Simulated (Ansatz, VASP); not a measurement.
# Ru: VASP beside Ansatz

INCAR

```
SYSTEM = Ru
  PREC = Accurate
  ENCUT = 500
  EDIFF = 1E-6
  ISMEAR = 0
  SIGMA = 0.1
  LREAL = .FALSE.
  LASPH = .TRUE.
  NELM = 200
  ALGO = Normal
  ISIF = 2
  LWAVE = .FALSE.
  LCHARG = .FALSE.
  LNONCOLLINEAR = .TRUE.
  MAGMOM = 1 0 0 -1 0 0
  LORBIT = 11
  LMAXMIX = 4
  GGA = LIBXC
  LIBXC1 = GGA_X_PBE_SOL
  LIBXC2 = GGA_C_PBE
  NBANDS = 40
  GGA_COMPAT = .FALSE.
```

The input KPOINTS:

```
Automatic mesh
0
G
  8 8 4
  0 0 0
```

The input POSCAR:

```
Ru
1.0
    2.5118422132      0.0000000000      0.0000000000
   -1.2559211066      2.1753191670      0.0000000000
    0.0000000000      0.0000000000      3.9749638453
Ru
2
Direct
    0.6666666667      0.3333333333      0.7500000000
    0.3333333333      0.6666666667      0.2500000000
```

The input input.yaml:

```yaml
crystal:
  lattice:
    - [2.5118422132, 0.0, 0.0]
    - [-1.2559211066, 2.175319167, 0.0]
    - [0.0, 0.0, 3.9749638453]
  atoms:
    - { symbol: Ru, position: [0.6666666667, 0.3333333333, 0.75], spin: 1.0, spin_axis: [1.0, 0.0, 0.0] }
    - { symbol: Ru, position: [0.3333333333, 0.6666666667, 0.25], spin: 1.0, spin_axis: [-1.0, 0.0, 0.0] }
kpoints:
  mp_grid: { grid: [8, 8, 4] }
scf:
  occupations: { method: gaussian, width: 0.1 }
hamiltonian:
  xc: { exchange: pbesol, correlation: pbe }
  pseudopotentials:
    kind: all_electron
    lapw: { basis_error: 0.002 }
    nuclear_model: point
magnetization:
  noncollinear: true
output:
  forces: true
  stress: true
  eigenvalues: true
```

Change from the starting cell: volume scaled by 0.8.

Alike in both runs: task single point; functional pbesol exchange, pbe correlation; k mesh 8 × 8 × 4; occupations gaussian, width 0.1 eV; non-collinear spin.

|  | VASP | Ansatz |
| --- | --- | --- |
| version | VASP 6.6.1 | Ansatz 0.2.0 |
| potentials or method | VASP PAW PBE potentials, release 64 (Ru_pv), cutoff 500 eV | all-electron LAPW, point nuclei |

Ansatz gave:

```
gap on the k mesh at the Fermi level (eV)                     : none
pressure (GPa)                                                : 110.8
traceless stress, the component that is largest in VASP (GPa) : 3.77
net moment per atom (μB)                                      : 0.00
```

Q: Which values does VASP return?

A: gap on the k mesh at the Fermi level (eV): none; pressure (GPa): 111.9; traceless stress, the component that is largest in VASP (GPa): 3.92; net moment per atom (μB): 0.00.

VASP's potentials were made for PBE, not for pbesol exchange, pbe correlation. A gap of «none» marks a metal or a gap that the smearing closes. Both programs put the cell under a high pressure, so it lies far from rest at this level. Ansatz ran all-electron here, and VASP with PAW potentials.

The k mesh is coarse, so the values compare programs but aren't converged. Noted on VASP's run: the cell as given lies far from equilibrium.
